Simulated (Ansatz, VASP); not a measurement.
# Si2W: VASP beside Ansatz

```
W Si
1.0
     4.61685    0.00000    0.00000
    -2.30843    3.99831    0.00000
     0.00000    0.00000    6.65322
W Si
3 6
Direct
  0.50000 0.00000 0.50000
  0.50000 0.50000 0.83333
  0.00000 0.50000 0.16667
  0.32725 0.16363 0.16667
  0.83637 0.16363 0.83333
  0.16363 0.32725 0.50000
  0.67275 0.83637 0.16667
  0.16363 0.83637 0.83333
  0.83637 0.67275 0.50000
```

Alike in both runs: task relaxation of the atoms; functional PBE; k mesh 5 × 5 × 3; occupations fermi-dirac, width 0.05 eV; no spin polarisation.

|  | VASP | Ansatz |
| --- | --- | --- |
| version | VASP 6.6.1 | Ansatz 0.2.0 |
| potentials or method | VASP PAW PBE potentials, release 64 (W_sv, Si) | Ansatz PAW |
| plane-wave cutoff (eV) | 520 | 420 |
| valence electrons in the cell | 66 | 66 |

```csv
,VASP,Ansatz,Ansatz less VASP
"gap on the k mesh at the Fermi level, each at its own relaxed structure (eV)",0.40,0.41,+0.006
```

Spin-orbit coupling is off throughout. Noted on Ansatz's run: odd divisions of the mesh miss points on the zone boundary, where band edges often lie, so the gap on the mesh can be too wide.
